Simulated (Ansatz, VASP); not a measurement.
**One calculation of KH4, two programs**

```
K H
1.0
     4.63608    0.00000    0.00000
     0.00000    4.63608    0.00000
     0.00000    0.00000    4.63608
K H
1 4
Cartesian
  0.0000 0.0000 0.0000
  2.3180 0.0000 0.0000
  0.0000 2.3180 0.0000
  0.0000 0.0000 2.3180
  2.3180 2.3180 2.3180
```

Alike in both runs: functional PBE; k mesh 8 × 8 × 8; occupations gaussian, width 0.1 eV; no spin polarisation.

Ansatz relaxed the structure, and its values are those at the end. VASP's run is a single point on that final structure, the one shown.

|  | VASP | Ansatz |
| --- | --- | --- |
| version | VASP 6.6.1 | Ansatz 0.2.0 |
| potentials or method | VASP PAW PBE potentials, release 64 (K_sv, H), cutoff 520 eV | scalar-relativistic, plane waves, PAW |
| valence electrons in the cell | 13 | 13 |

```csv
,VASP,Ansatz,Ansatz less VASP
gap on the k mesh at the Fermi level (eV),none,none,-
pressure (GPa),0.0,0.0,+0.01
```

A gap of «none» marks a metal or a gap that the smearing closes.
